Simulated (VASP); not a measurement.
# NbIn2S3 (P4mm) in VASP: further runs, part 2 of 2

VASP 6.6.1.

### Step 3. Single point, PBE

This run uses another cell than the first one, of 20.99 Å³/atom, 1.027 times its volume.

The input, INCAR:

```
  PREC = Accurate
  ENCUT = 520
  EDIFF = 1E-6
  ISMEAR = 0
  SIGMA = 0.1
  LREAL = F
  LASPH = T
  NELM = 60
  ALGO = Normal
  ISIF = 2
  LWAVE = F
  LCHARG = F
  GGA = PE
  NBANDS = 38
```

The input, KPOINTS:

```
regular mesh
0
Gamma
  4 4 2
```

The input, POSCAR:

```
NbIn2S3
1.0
    3.3575222093      0.0000000000      0.0000000000
    0.0000000000      3.3575222093      0.0000000000
    0.0000000000      0.0000000000     11.1742569918
Nb In S
1 2 3
Direct
    0.0000000000      0.0000000000      0.5673465079
    0.5000000000      0.5000000000      0.7433366380
    0.0000000000      0.0000000000      0.2550001664
    0.5000000000      0.0000000000      0.9838709068
    0.0000000000      0.5000000000      0.9838709068
    0.5000000000      0.5000000000      0.4665739140
```

Potentials or basis: VASP PAW PBE potentials, release 64 (Nb_sv, In_d, S).

Started as:

```console
cat potpaw_PBE.64/Nb_sv/POTCAR potpaw_PBE.64/In_d/POTCAR potpaw_PBE.64/S/POTCAR > POTCAR
mpirun -np 1 vasp_std > vasp.out
```

OUTCAR:

```text
PREC = Accurate
   ENCUT = 520
   EDIFF = 1E-6
   ISMEAR = 0
   LREAL = F
   LASPH = T
   NELM = 60
   ISIF = 2
   GGA = PE

 ion  position               nearest neighbor table
   1  0.000  0.000  0.567-   6 2.63   6 2.63   6 2.63   6 2.63   2 3.08   2 3.08   2 3.08   2 3.08
                             3 3.49
   2  0.500  0.500  0.743-   1 3.08   1 3.08   1 3.08   1 3.08   6 3.09   4 3.17   4 3.17   5 3.17
                             5 3.17
   3  0.000  0.000  0.255-   6 3.35   6 3.35   6 3.35   6 3.35   1 3.49
   4  0.500  0.000  0.984-   5 2.37   5 2.37   5 2.37   5 2.37   2 3.17   2 3.17
   5  0.000  0.500  0.984-   4 2.37   4 2.37   4 2.37   4 2.37   2 3.17   2 3.17
   6  0.500  0.500  0.467-   1 2.63   1 2.63   1 2.63   1 2.63   2 3.09   3 3.35   3 3.35   3 3.35
                             3 3.35

  LATTYP: Found a simple tetragonal cell.
 ALAT       =     3.3575222093
 C/A-ratio  =     3.3281260094

  Lattice vectors:

 A1 = (   3.3575222093,   0.0000000000,   0.0000000000)
 A2 = (   0.0000000000,   3.3575222093,   0.0000000000)
 A3 = (   0.0000000000,   0.0000000000,  11.1742569918)

Analysis of symmetry for initial positions (statically):
=====================================================================
 Subroutine PRICEL returns:
 Original cell was already a primitive cell.

 Routine SETGRP: Setting up the symmetry group for a
 simple tetragonal supercell.

 Subroutine GETGRP returns: Found  8 space group operations
 (whereof  8 operations were pure point group operations)
 out of a pool of 16 trial point group operations.

The static configuration has the point symmetry C_4v.

Analysis of symmetry for dynamics (positions and initial velocities):
=====================================================================
 Subroutine PRICEL returns:
 Original cell was already a primitive cell.

 Routine SETGRP: Setting up the symmetry group for a
 simple tetragonal supercell.

 Subroutine GETGRP returns: Found  8 space group operations
 (whereof  8 operations were pure point group operations)
 out of a pool of 16 trial point group operations.

The dynamic configuration has the point symmetry C_4v.

 Subroutine INISYM returns: Found  8 space group operations
 (whereof  8 operations are pure point group operations),
 and found     1 'primitive' translations

----------------------------------------------------------------------------------------

                                     Primitive cell

  volume of cell :     125.9669

  direct lattice vectors                    reciprocal lattice vectors
     3.357522209  0.000000000  0.000000000     0.297838685  0.000000000  0.000000000
     0.000000000  3.357522209  0.000000000     0.000000000  0.297838685  0.000000000
     0.000000000  0.000000000 11.174256992     0.000000000  0.000000000  0.089491409

  length of vectors
     3.357522209  3.357522209 11.174256992     0.297838685  0.297838685  0.089491409

  position of ions in fractional coordinates (direct lattice)
     0.000000000  0.000000000  0.567346508
     0.500000000  0.500000000  0.743336638
     0.000000000  0.000000000  0.255000166
     0.500000000  0.000000000  0.983870907
     0.000000000  0.500000000  0.983870907
     0.500000000  0.500000000  0.466573914

  ion indices of the primitive-cell ions
[... 40 lines left out ...]
  0.500000  0.250000  0.000000      4.000000
  0.500000  0.500000  0.000000      1.000000
  0.000000  0.000000  0.500000      1.000000
  0.250000  0.000000  0.500000      4.000000
  0.500000  0.000000  0.500000      2.000000
  0.250000  0.250000  0.500000      4.000000
  0.500000  0.250000  0.500000      4.000000
  0.500000  0.500000  0.500000      1.000000
   k-points           NKPTS =     12   k-points in BZ     NKDIM =     12   number of bands    NBANDS=     38
   number of dos      NEDOS =    301   number of ions     NIONS =      6
   total plane-waves  NPLWV =  65856
   dimension x,y,z NGX =    28 NGY =   28 NGZ =   84
   dimension x,y,z NGXF=    56 NGYF=   56 NGZF=  168
   ions per type =               1   2   3
   NGX,Y,Z   is equivalent  to a cutoff of  13.86, 13.86, 12.50 a.u.
   NGXF,Y,Z  is equivalent  to a cutoff of  27.73, 27.73, 24.99 a.u.
 SYSTEM =  unknown system
   PREC   = accura    normal or accurate (medium, high low for compatibility)
   ISTART =      0    job   : 0-new  1-cont  2-samecut
   ICHARG =      2    charge: 1-file 2-atom 10-const
   ISPIN  =      1    spin polarized calculation?
   LNONCOLLINEAR =      F non collinear calculations
   LSORBIT =      F    spin-orbit coupling
   LASPH  =      T    aspherical Exc in radial PAW
   ENCUT  =  520.0 eV  38.22 Ry    6.18 a.u.   6.24  6.24 20.78*2*pi/ulx,y,z
   NELM   =     60;   NELMIN=  2; NELMDL= -5     # of ELM steps
   EDIFF  = 0.1E-05   stopping-criterion for ELM
   LREAL  =      F    real-space projection
   EDIFFG = 0.1E-04   stopping-criterion for IOM
   NSW    =      0    number of steps for IOM
   IBRION =     -1    ionic relax: 0-MD 1-quasi-New 2-CG
   NFREE  =      0    steps in history (QN), initial steepest desc. (CG)
   ISIF   =      2    stress and relaxation
   ISYM   =      2    0-nonsym 1-usesym 2-fastsym
   POTIM  = 0.5000    time-step for ionic-motion
   TEBEG  =    0.0;   TEEND  =   0.0 temperature during run
   PSTRESS=    0.0 pullay stress
   NELECT =      57.0000    total number of electrons
   NUPDOWN=      -1.0000    fix difference up-down
   EMIN   =  10.00;   EMAX   =-10.00  energy-range for DOS
   EFERMI =   0.00;   METHOD = LEGACY
   ISMEAR =     0;   SIGMA  =   0.10  broadening in eV -4-tet -1-fermi 0-gaus
   EFERMI_NEDOS =   21; number of points for ismear=-14 and -15
   IALGO  =     38    algorithm
   IMIX   =      4    mixing-type and parameters
     AMIX     =   0.40;   BMIX     =  1.00
     AMIX_MAG =   1.60;   BMIX_MAG =  1.00
  volume/ion in A,a.u.               =      20.99       141.68
  Fermi-wavevector in a.u.,A,eV,Ry     =   1.256843  2.375089 21.492496  1.579654
  Thomas-Fermi vector in A             =   2.390531
   LORBIT       =      0    0 simple, 1 ext, 2 COOP (PROOUT), +10 PAW based schemes
   GGA     = PE    functional components
   LHFCALC =     F    Hartree Fock is set to
   AEXX    =    0.0000 exact exchange contribution
   IVDW    =     0    specifies the selected vdW correction
   LEPSILON=     F    determine dielectric tensor
   LRPA    =     F    only Hartree local field effects (RPA)
 non-spin polarized calculation
 Gauss-broadening in eV      SIGMA  =   0.10
  energy-cutoff  :      520.00
  volume of cell :      125.97
 maximum number of plane-waves:      3416
 NGX is ok and might be reduce to    28
   NGX = 13   NGY = 13   NGZ = 41

 number of electron      57.0000005 magnetization

 Free energy of the ion-electron system (eV)
  ---------------------------------------------------
  ext. energy  EPLUGINS =         0.00000000
  ---------------------------------------------------
  free energy    TOTEN  =       -27.81214397 eV

  energy without entropy =      -27.78112230  energy(sigma->0) =      -27.79663313

 E-fermi :   7.6141     XC(G=0): -10.4745

 val. band max:        7.5866362852   @ k =   0.5000   0.2500   0.0000
 cond. band min:       7.6254323510   @ k =   0.5000   0.2500   0.0000
 fundamental gap:      0.0387960658
 Fermi energy:         7.6140974266

 k-point     1 :       0.0000    0.0000    0.0000
  band No.  band energies     occupation
      1     -47.7871      2.00000
      2     -23.8183      2.00000
      3     -23.7728      2.00000
      4     -23.7728      2.00000
      5      -9.6242      2.00000
      6      -7.1650      2.00000
[... 481 lines left out ...]
     37      11.7555      0.00000
     38      12.0979      0.00000

------------------------ aborting loop because EDIFF is reached ----------------------------------------

  FORCE on cell =-STRESS in cart. coord.  units (eV):
  Direction    XX          YY          ZZ          XY          YZ          ZX
  --------------------------------------------------------------------------------------
  -------------------------------------------------------------------------------------
  Total       -0.1313464     -0.1313464     -0.0175480      0.0000000      0.0000000      0.0000000
  in kB       -1.6705996     -1.6705996     -0.2231933      0.0000000      0.0000000      0.0000000
  external PRESSURE =      -1.1881308 kB  Pullay stress =       0.0000000 kB

 VOLUME and BASIS-vectors are now :
 -----------------------------------------------------------------------------
  energy-cutoff  :      520.00
  volume of cell :      125.97
      direct lattice vectors                 reciprocal lattice vectors
     3.357522209  0.000000000  0.000000000     0.297838685  0.000000000  0.000000000
     0.000000000  3.357522209  0.000000000     0.000000000  0.297838685  0.000000000
     0.000000000  0.000000000 11.174256992     0.000000000  0.000000000  0.089491409

 POSITION                                       TOTAL-FORCE (eV/Angst)
 -----------------------------------------------------------------------------------
      0.00000      0.00000      6.33968         0.000000      0.000000     -0.004118
      1.67876      1.67876      8.30623        -0.000000     -0.000000     -0.035057
      0.00000      0.00000      2.84944        -0.000000      0.000000      0.029882
      1.67876      0.00000     10.99403         0.000000      0.000000      0.002344
      0.00000      1.67876     10.99403        -0.000000      0.000000      0.002344
      1.67876      1.67876      5.21362        -0.000000      0.000000      0.004604
 -----------------------------------------------------------------------------------
    total drift:                               -0.000000      0.000000      0.001961

  FREE ENERGIE OF THE ION-ELECTRON SYSTEM (eV)
  ---------------------------------------------------
  free  energy   TOTEN  =       -27.8121439736 eV

  energy  without entropy=      -27.7811222957  energy(sigma->0) =      -27.79663313
```

Run time: 37 s. Hardware: 1 thread of Intel Xeon 6975P-C (Granite Rapids), shared host; peak memory 0.26 GiB.

What came out:

```yaml
Free_energy: -27.8121 eV
Pressure: -0.1 GPa
Largest_force: 0.035 eV/Å
```

Forces on the atoms (eV/Å):
```
Nb   0.000  0.000 -0.004
In   0.000  0.000 -0.035
In   0.000  0.000  0.030
S    0.000  0.000  0.002
S    0.000  0.000  0.002
S    0.000  0.000  0.005
```

Caveat: the k points lie up to 0.47 Å⁻¹ apart; spin-orbit coupling is left out, which moves the levels of the heavy elements.

### Step 4. Single point, PBE

This run uses another cell than the first one, of 20.99 Å³/atom, 1.027 times its volume.

The input, INCAR:

```
SYSTEM = NbIn2S3
PREC = Accurate ; ENCUT = 520
EDIFF = 1E-6 ; ISMEAR = 0
SIGMA = 0.1 ; LREAL = .False.
LASPH = .True. ; NELM = 100
ALGO = Normal ; ISIF = 2
LWAVE = .False. ; LCHARG = .False.
GGA = PE ; NBANDS = 38
```

The input, KPOINTS:

```
Automatic mesh
0
Gamma
  6 6 2
  0 0 0
```

The input, POSCAR:

```
NbIn2S3
1.0
    3.3743797949      0.0000000000      0.0000000000
    0.0000000000      3.3743797949      0.0000000000
    0.0000000000      0.0000000000     11.0621319140
Nb In S
1 2 3
Direct
    0.0000000000      0.0000000000      0.5688217371
    0.5000000000      0.5000000000      0.7522583061
    0.0000000000      0.0000000000      0.2327670158
    0.5000000000      0.0000000000      0.9859421788
    0.0000000000      0.5000000000      0.9859421788
    0.5000000000      0.5000000000      0.4742676233
```

Started as:

```console
cat potpaw_PBE.64/Nb_sv/POTCAR potpaw_PBE.64/In_d/POTCAR potpaw_PBE.64/S/POTCAR > POTCAR
mpirun -np 1 vasp_std > vasp.out
```

Wall time 61 s (1 thread of Intel Xeon 6975P-C (Granite Rapids), shared host); peak memory 0.28 GiB.

It converged, with:

| Item | Value |
| --- | --- |
| Free energy | -27.8383 eV |
| Pressure | -0.3 GPa |
| Largest force | 0.025 eV/Å |

Forces on the atoms (eV/Å):
```
Nb   0.000  0.000 -0.009
In   0.000  0.000  0.023
In   0.000  0.000 -0.022
S    0.000  0.000 -0.008
S    0.000  0.000 -0.008
S    0.000  0.000  0.025
```

Stress tensor (GPa, compression positive):
```
-0.24  0.00  0.00
 0.00 -0.24  0.00
 0.00  0.00 -0.36
```

Levels at points of the mesh, in eV from the Fermi level:
```
           k point  band 25  band 26  band 27  band 28  band 29  band 30  band 31  band 32
(0.00, 0.00, 0.00)    -2.95    -2.54     0.27     0.41     0.71     1.39     1.39     1.52
(0.50, 0.00, 0.00)    -2.48    -2.44    -1.80    -1.02    -0.97    -0.58    -0.10     0.46
(0.50, 0.50, 0.00)    -1.77    -1.30    -1.30    -1.23     0.00     1.00     1.00     2.21
(0.00, 0.00, 0.50)    -3.00    -2.54     0.41     0.71     1.07     1.38     1.38     2.18
(0.50, 0.00, 0.50)    -2.44    -2.37    -1.56    -1.08    -0.98    -0.71    -0.51     0.46
(0.50, 0.50, 0.50)    -1.81    -1.26    -1.25    -1.25     0.18     0.93     0.93     2.27
```

Caveat: spin-orbit coupling is left out, which moves the levels of the heavy elements.

### Step 5. Summary

```tsv
cell	k mesh	gap on the mesh (eV)	pressure (GPa)	largest force (eV/Å)
a = 3.866, b = 3.866, c = 8.208 Å, 6 atoms	4 × 4 × 2	none	0.4	1.39
a = 3.358, b = 3.358, c = 11.174 Å, 6 atoms	4 × 4 × 2	none	-0.1	0.04
a = 3.374, b = 3.374, c = 11.062 Å, 6 atoms	6 × 6 × 2	none	-0.3	0.02
```

Alike in all rows: task single point; level PBE; potentials or basis VASP PAW PBE potentials, release 64 (Nb_sv, In_d, S); no spin polarisation; cutoff (eV) 520; smearing gaussian 0.1 eV.

Caveats: some runs use coarse meshes; spin-orbit coupling is left out, which moves the levels of the heavy elements; forces of over 1 eV/Å act on the atoms, so gaps and moduli don't describe the material at rest (some runs).

Total energies depend on the potentials used, so only differences within one code and one set of settings carry meaning.
